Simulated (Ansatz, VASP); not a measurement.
**Two plane-wave programs on Ti**

```xyz
1
Lattice="0.0000 2.0577 2.0577 2.0577 0.0000 2.0577 2.0577 2.0577 0.0000" Properties=species:S:1:pos:R:3 pbc="T T T"
Ti    0.0000    0.0000    0.0000
```

Alike in both runs: functional PBE; k mesh 17 × 17 × 17; occupations fermi-dirac, width 0.1 eV; no spin polarisation.

Ansatz relaxed the structure, and its values are those at the end. VASP's run is a single point on that final structure, the one shown.

|  | VASP | Ansatz |
| --- | --- | --- |
| version | VASP 6.6.1 | Ansatz 0.2.0 |
| potentials or method | VASP PAW PBE potentials, release 64 (Ti_sv) | PAW with Ansatz's default frozen-core files, scalar-relativistic |
| plane-wave cutoff (eV) | 520 | 420 |
| valence electrons in the cell | 12 | 12 |

Ansatz gave:

| Item | Value |
| --- | --- |
| pressure (GPa) | 0.0 |

Estimate VASP's values.

pressure (GPa): -0.3.
